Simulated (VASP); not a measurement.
# WC (de600) (P-6m2) in VASP: notebook, part 2 of 2

VASP 6.6.1. The steps go on from the part before.

### Step 3. Single point, LDA

File INCAR:

```
PREC = Accurate
ENCUT = 910
EDIFF = 1E-6
ISMEAR = -1
SIGMA = 0.15
LREAL = F
LASPH = T
NELM = 120
ALGO = Normal
ISIF = 2
LWAVE = F
LCHARG = F
NBANDS = 16
GGA_COMPAT = F
```

File KPOINTS:

```
Automatic mesh
0
Gamma
  15 15 12
```

File POSCAR:

```
WC
1.0
    2.8849285921      0.0000000000      0.0000000000
   -1.4424642961      2.4984214489      0.0000000000
    0.0000000000      0.0000000000      2.8114881508
W C
1 1
Direct
    0.0000000000      0.0000000000      0.0000000000
    0.6666666667      0.3333333333      0.5000000000
```

Potentials or basis: VASP PAW LDA potentials, release 64 (W_sv, C_h).

The run is started by

```bash
> cat potpaw_LDA.64/W_sv/POTCAR potpaw_LDA.64/C_h/POTCAR > POTCAR
> mpirun -np 1 vasp_std > vasp.out
```

OUTCAR:

```text
PREC = Accurate
   ENCUT = 910
   EDIFF = 1E-6
   ISMEAR = -1
   LREAL = F
   LASPH = T
   NELM = 120
   ISIF = 2

 ion  position               nearest neighbor table
   1  0.000  0.000  0.000-   2 2.18   2 2.18   2 2.18   2 2.18   2 2.18   2 2.18
   2  0.667  0.333  0.500-   1 2.18   1 2.18   1 2.18   1 2.18   1 2.18   1 2.18

  LATTYP: Found a hexagonal cell.
 ALAT       =     2.8849285921
 C/A-ratio  =     0.9745434111

  Lattice vectors:

 A1 = (   2.8849285921,   0.0000000000,   0.0000000000)
 A2 = (  -1.4424642961,   2.4984214489,   0.0000000000)
 A3 = (   0.0000000000,   0.0000000000,   2.8114881508)

Analysis of symmetry for initial positions (statically):
=====================================================================
 Subroutine PRICEL returns:
 Original cell was already a primitive cell.

 Routine SETGRP: Setting up the symmetry group for a
 hexagonal supercell.

 Subroutine GETGRP returns: Found 12 space group operations
 (whereof 12 operations were pure point group operations)
 out of a pool of 24 trial point group operations.

The static configuration has the point symmetry D_3h.
[... 159 lines left out ...]

 E-fermi :  11.6924     XC(G=0): -14.1510

 val. band max:       11.6710514861   @ k =   0.4000   0.2000   0.0000
 cond. band min:      11.7514267242   @ k =   0.1333   0.0000   0.3333
 fundamental gap:      0.0803752381
 Fermi energy:        11.6924078270

 k-point     1 :       0.0000    0.0000    0.0000
  band No.  band energies     occupation
      1     -61.8327      2.00000
      2     -26.0751      2.00000
      3     -25.9636      2.00000
      4     -25.9636      2.00000
      5      -2.8072      2.00000
      6       7.1963      2.00000
[... 433 lines left out ...]
      3     -26.3737      2.00000
      4     -25.9411      2.00000
      5       1.1426      2.00000
      6       4.7963      2.00000
[... 8 lines left out ...]
     15      26.4128      0.00000
     16      29.2350      0.00000

 [... further k-points ...]

------------------------ aborting loop because EDIFF is reached ----------------------------------------

  FORCE on cell =-STRESS in cart. coord.  units (eV):
  Direction    XX          YY          ZZ          XY          YZ          ZX
  --------------------------------------------------------------------------------------
  -------------------------------------------------------------------------------------
  Total        0.2941618      0.2941618      0.3496920     -0.0000000     -0.0000000      0.0000000
  in kB       23.2573307     23.2573307     27.6477157     -0.0000000     -0.0000000      0.0000000
  external PRESSURE =      24.7207924 kB  Pullay stress =       0.0000000 kB

 VOLUME and BASIS-vectors are now :
 -----------------------------------------------------------------------------
  energy-cutoff  :      910.00
  volume of cell :       20.26
      direct lattice vectors                 reciprocal lattice vectors
     2.884928592  0.000000000  0.000000000     0.346629030  0.200126364  0.000000000
    -1.442464296  2.498421449  0.000000000     0.000000000  0.400252728  0.000000000
     0.000000000  0.000000000  2.811488151     0.000000000  0.000000000  0.355683519

 POSITION                                       TOTAL-FORCE (eV/Angst)
 -----------------------------------------------------------------------------------
      0.00000      0.00000      0.00000         0.000000     -0.000000      0.000000
      1.44246      0.83281      1.40574        -0.000000      0.000000      0.000000
 -----------------------------------------------------------------------------------
    total drift:                                0.000000     -0.000000      0.000000

  FREE ENERGIE OF THE ION-ELECTRON SYSTEM (eV)
  ---------------------------------------------------
  free  energy   TOTEN  =       -24.7185036885 eV

  energy  without entropy=      -24.6954190629  energy(sigma->0) =      -24.70696138
```

stdout:

```text
POSCAR found type information on POSCAR W C
 POSCAR found :  2 types and       2 ions
 scaLAPACK will be used
 LDA part: xc-table for (Slater(with rela. corr.)+CA(PZ))
 , standard interpolation
 POSCAR, INCAR and KPOINTS ok, starting setup
 FFT: planning ... GRIDC
 FFT: planning ... GRID_SOFT
 FFT: planning ... GRID
 WAVECAR not read
 entering main loop
```

Run time: 86 s. Hardware: 1 thread of AMD EPYC 9R45 (Zen 5), shared host; peak memory 0.22 GiB.

What came out:

- Free energy: -24.7185 eV
- Pressure: 2.5 GPa
- Band gap on the k mesh: zero (band 9 reaches 12.26 eV, above the bottom of band 10 at 11.01 eV)

Caveat: the cutoff is under 1.25 times the usual one of these potentials, so pressure, stress and relaxed cells hold a basis-set (Pulay) error; spin-orbit coupling is left out, which moves the levels of the heavy elements.
